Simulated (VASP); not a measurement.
# Pd12S in VASP: relaxation of the atoms with PBE

Aim: the relaxation of the atoms of Pd12S with PBE.

All numbers are computed with VASP 6.6.1; they aren't measurements. Logs are shortened: lines on timing, memory, paths and dates and some standing lists are left out, and cuts for length are marked.

## 1. The cell of the first run

The cell holds a slab with vacuum, 13 atoms: a = 5.575 Å, b = 5.575 Å, c = 20.052 Å, α = 90.00°, β = 90.00°, γ = 120.00°.

## 2. Relaxation of the atoms, PBE

Contents of INCAR:

```
SYSTEM = Pd12S
PREC = Accurate
ENCUT = 450
EDIFF = 1E-7
ISMEAR = 0
SIGMA = 0.1
LREAL = .FALSE.
LASPH = .TRUE.
NELM = 120
ALGO = Normal
ISIF = 2
LWAVE = .FALSE.
LCHARG = .FALSE.
LDIPOL = .TRUE.
IDIPOL = 3
DIPOL = 0.5 0.5 0.327
GGA = PE
IBRION = 2
NSW = 36
EDIFFG = -0.025
GGA_COMPAT = .FALSE.
NELMIN = 4
NELMDL = -8
KPAR = 4
```

Contents of KPOINTS:

```
Automatic mesh
0
G
  6 6 1
  0 0 0
```

Contents of POSCAR:

```
Pd12S
1.0
    5.5751887913      0.0000000000      0.0000000000
   -2.7875943957      4.8282551242      0.0000000000
    0.0000000000      0.0000000000     20.0521225866
Pd S
12 1
Selective dynamics
Direct
    0.3333333333      0.1666666667      0.1994801290  F F F
    0.3333333333      0.6666666667      0.1994801290  F F F
    0.8333333333      0.1666666667      0.1994801290  F F F
    0.8333333333      0.6666666667      0.1994801290  F F F
    0.1666666667      0.3333333333      0.3129873791  F F F
    0.1666666667      0.8333333333      0.3129873791  F F F
    0.6666666667      0.3333333333      0.3129873791  F F F
    0.6666666667      0.8333333333      0.3129873791  F F F
    0.0000000000      0.0000000000      0.4264946292  F F F
    0.0000000000      0.5000000000      0.4264946292  F F F
    0.5000000000      0.0000000000      0.4264946292  F F F
    0.5000000000      0.5000000000      0.4264946292  F F F
    0.3333333333      0.1666666667      0.4992584018  F F T
```

Potentials or basis: VASP PAW PBE potentials, release 64 (Pd, S).

Command:

```
> cat potpaw_PBE.64/Pd/POTCAR potpaw_PBE.64/S/POTCAR > POTCAR
> mpirun -np 4 vasp_std > vasp.out
```

OUTCAR:

```text
SYSTEM = Pd12S
   PREC = Accurate
   ENCUT = 450
   EDIFF = 1E-7
   ISMEAR = 0
   LREAL = .FALSE.
   LASPH = .TRUE.
   NELM = 120
   ISIF = 2
   GGA = PE
   IBRION = 2
   NSW = 36
   EDIFFG = -0.025
   NELMIN = 4
   NELMDL = -8

 ion  position               nearest neighbor table
   1  0.333  0.167  0.199-   5 2.79   3 2.79   3 2.79   4 2.79   4 2.79   2 2.79   2 2.79   7 2.79
                             6 2.79
   2  0.333  0.667  0.199-   6 2.79   4 2.79   4 2.79   3 2.79   3 2.79   1 2.79   1 2.79   8 2.79
                             5 2.79
   3  0.833  0.167  0.199-   7 2.79   1 2.79   1 2.79   2 2.79   2 2.79   4 2.79   4 2.79   5 2.79
                             8 2.79
   4  0.833  0.667  0.199-   8 2.79   2 2.79   2 2.79   1 2.79   1 2.79   3 2.79   3 2.79   6 2.79
                             7 2.79
   5  0.167  0.333  0.313-   1 2.79   7 2.79   7 2.79   8 2.79   8 2.79   6 2.79   6 2.79  12 2.79
                             9 2.79   3 2.79  10 2.79   2 2.79
   6  0.167  0.833  0.313-   2 2.79   8 2.79   8 2.79   7 2.79   7 2.79   5 2.79   5 2.79  11 2.79
                            10 2.79   4 2.79   9 2.79   1 2.79
   7  0.667  0.333  0.313-   3 2.79   5 2.79   5 2.79   6 2.79   6 2.79   8 2.79   8 2.79  10 2.79
                            11 2.79   1 2.79  12 2.79   4 2.79
   8  0.667  0.833  0.313-   4 2.79   6 2.79   6 2.79   5 2.79   5 2.79   7 2.79   7 2.79   9 2.79
                            12 2.79   2 2.79  11 2.79   3 2.79
   9  0.000  0.000  0.426-  13 2.17  11 2.79  11 2.79  12 2.79  12 2.79  10 2.79  10 2.79   8 2.79
                             5 2.79   6 2.79
  10  0.000  0.500  0.426-  12 2.79  12 2.79  11 2.79  11 2.79   9 2.79   9 2.79   7 2.79   6 2.79
                             5 2.79
  11  0.500  0.000  0.426-  13 2.17   9 2.79   9 2.79  10 2.79  10 2.79  12 2.79  12 2.79   6 2.79
                             7 2.79   8 2.79
  12  0.500  0.500  0.426-  13 2.17  10 2.79  10 2.79   9 2.79   9 2.79  11 2.79  11 2.79   5 2.79
                             8 2.79   7 2.79
  13  0.333  0.167  0.499-   9 2.17  12 2.17  11 2.17

  LATTYP: Found a hexagonal cell.
 ALAT       =     5.5751887913
 C/A-ratio  =     3.5966714917

  Lattice vectors:

 A1 = (   5.5751887913,   0.0000000000,   0.0000000000)
 A2 = (  -2.7875943957,   4.8282551242,   0.0000000000)
 A3 = (   0.0000000000,   0.0000000000,  20.0521225866)

Analysis of symmetry for initial positions (statically):
=====================================================================
 Subroutine PRICEL returns:
 Original cell was already a primitive cell.

 Routine SETGRP: Setting up the symmetry group for a
 hexagonal supercell.

 Subroutine GETGRP returns: Found  6 space group operations
 (whereof  2 operations were pure point group operations)
 out of a pool of 24 trial point group operations.

The static configuration has the point symmetry C_1h.
 The point group associated with its full space group is C_3v.

Analysis of symmetry for dynamics (positions and initial velocities):
=====================================================================
 Subroutine PRICEL returns:
 Original cell was already a primitive cell.

 Routine SETGRP: Setting up the symmetry group for a
 hexagonal supercell.

 Subroutine GETGRP returns: Found  6 space group operations
 (whereof  2 operations were pure point group operations)
 out of a pool of 24 trial point group operations.

The dynamic configuration has the point symmetry C_1h.
 The point group associated with its full space group is C_3v.

Analysis of constrained symmetry for selective dynamics:
=====================================================================
 Subroutine PRICEL returns:
 Original cell was already a primitive cell.

 Routine SETGRP: Setting up the symmetry group for a
 hexagonal supercell.

 Subroutine GETGRP returns: Found  6 space group operations
 (whereof  2 operations were pure point group operations)
 out of a pool of 24 trial point group operations.

The constrained configuration has the point symmetry C_1h.
 The point group associated with its full space group is C_3v.

 Subroutine INISYM returns: Found  6 space group operations
 (whereof  2 operations are pure point group operations),
 and found     1 'primitive' translations

[... 68 lines left out ...]

 Found      7 irreducible k-points:

 Following reciprocal coordinates:
            Coordinates               Weight
  0.000000  0.000000  0.000000      1.000000
  0.166667  0.000000  0.000000      6.000000
  0.333333 -0.000000  0.000000      6.000000
  0.500000 -0.000000  0.000000      3.000000
  0.166667  0.166667  0.000000      6.000000
  0.333333  0.166667  0.000000     12.000000
  0.333333  0.333333  0.000000      2.000000
   k-points           NKPTS =      7   k-points in BZ     NKDIM =      7   number of bands    NBANDS=     75
   number of dos      NEDOS =    301   number of ions     NIONS =     13
   total plane-waves  NPLWV = 224000
   dimension x,y,z NGX =    40 NGY =   40 NGZ =  140
   dimension x,y,z NGXF=    80 NGYF=   80 NGZF=  280
   ions per type =              12   1
   NGX,Y,Z   is equivalent  to a cutoff of  11.93, 11.93, 11.61 a.u.
   NGXF,Y,Z  is equivalent  to a cutoff of  23.86, 23.86, 23.21 a.u.
 SYSTEM =  Pd12S
   PREC   = accura    normal or accurate (medium, high low for compatibility)
   ISTART =      0    job   : 0-new  1-cont  2-samecut
   ICHARG =      2    charge: 1-file 2-atom 10-const
   ISPIN  =      1    spin polarized calculation?
   LNONCOLLINEAR =      F non collinear calculations
   LSORBIT =      F    spin-orbit coupling
   LASPH  =      T    aspherical Exc in radial PAW
   ENCUT  =  450.0 eV  33.07 Ry    5.75 a.u.   9.64  9.64 34.68*2*pi/ulx,y,z
   NELM   =    120;   NELMIN=  4; NELMDL= -8     # of ELM steps
   EDIFF  = 0.1E-06   stopping-criterion for ELM
   LREAL  =      F    real-space projection
   EDIFFG = -.3E-01   stopping-criterion for IOM
   NSW    =     36    number of steps for IOM
   IBRION =      2    ionic relax: 0-MD 1-quasi-New 2-CG
   NFREE  =      1    steps in history (QN), initial steepest desc. (CG)
   ISIF   =      2    stress and relaxation
   ISYM   =      2    0-nonsym 1-usesym 2-fastsym
   POTIM  = 0.5000    time-step for ionic-motion
   TEBEG  =    0.0;   TEEND  =   0.0 temperature during run
   PSTRESS=    0.0 pullay stress
   NELECT =     126.0000    total number of electrons
   NUPDOWN=      -1.0000    fix difference up-down
   EMIN   =  10.00;   EMAX   =-10.00  energy-range for DOS
   EFERMI =   0.00;   METHOD = LEGACY
   ISMEAR =     0;   SIGMA  =   0.10  broadening in eV -4-tet -1-fermi 0-gaus
   EFERMI_NEDOS =   21; number of points for ismear=-14 and -15
   IALGO  =     38    algorithm
   IMIX   =      4    mixing-type and parameters
     AMIX     =   0.40;   BMIX     =  1.00
     AMIX_MAG =   1.60;   BMIX_MAG =  1.00
  volume/ion in A,a.u.               =      41.52       280.20
  Fermi-wavevector in a.u.,A,eV,Ry     =   1.008003  1.904849 13.824460  1.016069
  Thomas-Fermi vector in A             =   2.140842
   LORBIT       =      0    0 simple, 1 ext, 2 COOP (PROOUT), +10 PAW based schemes
   GGA     = PE    functional components
   LHFCALC =     F    Hartree Fock is set to
   AEXX    =    0.0000 exact exchange contribution
   IVDW    =     0    specifies the selected vdW correction
   LEPSILON=     F    determine dielectric tensor
   LRPA    =     F    only Hartree local field effects (RPA)
 conjugate gradient relaxation of ions
 non-spin polarized calculation
 Gauss-broadening in eV      SIGMA  =   0.10
  energy-cutoff  :      450.00
  volume of cell :      539.77
 maximum number of plane-waves:     11723
 NGX is ok and might be reduce to    40
   NGX = 19   NGY = 19   NGZ = 69

--------------------------------------- Ionic step        1  -------------------------------------------

 number of electron     126.0000007 magnetization

 Free energy of the ion-electron system (eV)
  ---------------------------------------------------
  ext. energy  EPLUGINS =         0.00000000
  ---------------------------------------------------
  free energy    TOTEN  =       -63.95095997 eV

  energy without entropy =      -63.82740229  energy(sigma->0) =      -63.88918113

------------------------ aborting loop because EDIFF is reached ----------------------------------------

 vacuum level on the upper side and lower side of the slab       (xc-potential included)        -0.100         0.023

  FORCE on cell =-STRESS in cart. coord.  units (eV):
  Direction    XX          YY          ZZ          XY          YZ          ZX
  --------------------------------------------------------------------------------------
  -------------------------------------------------------------------------------------
  Total       -2.7555745     -2.7555745      3.9714834      0.0000000      0.0000000      0.0000000
  in kB       -8.1792335     -8.1792335     11.7883548      0.0000000      0.0000000      0.0000000
  external PRESSURE =      -1.5233707 kB  Pullay stress =       0.0000000 kB
[... 75 lines left out ...]
  FREE ENERGIE OF THE ION-ELECTRON SYSTEM (eV)
  ---------------------------------------------------
  free  energy   TOTEN  =       -64.0349270457 eV

  energy  without entropy=      -63.9067337715  energy(sigma->0) =      -63.97083041

 dipolmoment           0.000000      0.000000      0.001280 electrons x Angstroem

--------------------------------------- Ionic step        3  -------------------------------------------

 number of electron     126.0000007 magnetization

 dipolmoment           0.000000      0.000000     -0.002990 electrons x Angstroem

 Free energy of the ion-electron system (eV)
  ---------------------------------------------------
  ext. energy  EPLUGINS =         0.00000000
  ---------------------------------------------------
  free energy    TOTEN  =       -64.04109221 eV

  energy without entropy =      -63.91098900  energy(sigma->0) =      -63.97604061

 E-fermi :   0.0372     XC(G=0):  -5.5540

 val. band max:        0.0290171677   @ k =   0.3333   0.1667   0.0000
 cond. band min:       0.0917768451   @ k =   0.5000  -0.0000   0.0000
 fundamental gap:      0.0627596774
 Fermi energy:         0.0371976105

 k-point     1 :       0.0000    0.0000    0.0000
  band No.  band energies     occupation
      1     -13.4558      2.00000
      2      -6.1249      2.00000
      3      -5.6386      2.00000
      4      -5.3103      2.00000
      5      -5.3103      2.00000
      6      -4.8537      2.00000
[... 535 lines left out ...]
     74       5.4903      0.00000
     75       5.6474      0.00000

------------------------ aborting loop because EDIFF is reached ----------------------------------------

 vacuum level on the upper side and lower side of the slab       (xc-potential included)        -0.087        -0.081

  FORCE on cell =-STRESS in cart. coord.  units (eV):
  Direction    XX          YY          ZZ          XY          YZ          ZX
  --------------------------------------------------------------------------------------
  -------------------------------------------------------------------------------------
  Total       -4.6843190     -4.6843190      1.0166944      0.0000000     -0.0000000     -0.0000000
  in kB      -13.9042289    -13.9042289      3.0178028      0.0000000     -0.0000000     -0.0000000
  external PRESSURE =      -8.2635517 kB  Pullay stress =       0.0000000 kB
[... 28 lines left out ...]
  FREE ENERGIE OF THE ION-ELECTRON SYSTEM (eV)
  ---------------------------------------------------
  free  energy   TOTEN  =       -64.0410922121 eV

  energy  without entropy=      -63.9109890035  energy(sigma->0) =      -63.97604061

 reached required accuracy - stopping structural energy minimisation

 vacuum level on the upper side and lower side of the slab         5.228         5.240
```

It took 11 min on 4 MPI ranks of Intel Xeon Platinum 8375C at 2.90GHz (Ice Lake), shared host; peak memory 0.61 GiB.

Results:

```
Free energy               : -64.0411 eV
Energy gained by relaxing : 6.9 meV/atom
Ionic steps               : 3
Band gap on the k mesh    : zero (bands 63 and 64 overlap by 0.43 eV)
```

The path:
```tsv
step	energy change (eV)	largest force on free atoms (eV/Å)	pressure (GPa)
1	0.0000	1.6879	-0.15
2	-0.0840	0.4153	-0.66
3	-0.0901	0.0051	-0.83
```

Final structure:
```yaml
crystal:
  lattice:
    - [5.57519, 0.00000, 0.00000]
    - [-2.78759, 4.82826, 0.00000]
    - [0.00000, 0.00000, 20.05212]
  atoms:
    - { symbol: Pd, position: [0.33333, 0.16667, 0.19948] }
    - { symbol: Pd, position: [0.33333, 0.66667, 0.19948] }
    - { symbol: Pd, position: [0.83333, 0.16667, 0.19948] }
    - { symbol: Pd, position: [0.83333, 0.66667, 0.19948] }
    - { symbol: Pd, position: [0.16667, 0.33333, 0.31299] }
    - { symbol: Pd, position: [0.16667, 0.83333, 0.31299] }
    - { symbol: Pd, position: [0.66667, 0.33333, 0.31299] }
    - { symbol: Pd, position: [0.66667, 0.83333, 0.31299] }
    - { symbol: Pd, position: [0.00000, 0.00000, 0.42649] }
    - { symbol: Pd, position: [0.00000, 0.50000, 0.42649] }
    - { symbol: Pd, position: [0.50000, 0.00000, 0.42649] }
    - { symbol: Pd, position: [0.50000, 0.50000, 0.42649] }
    - { symbol: S, position: [0.33333, 0.16667, 0.50485] }
```
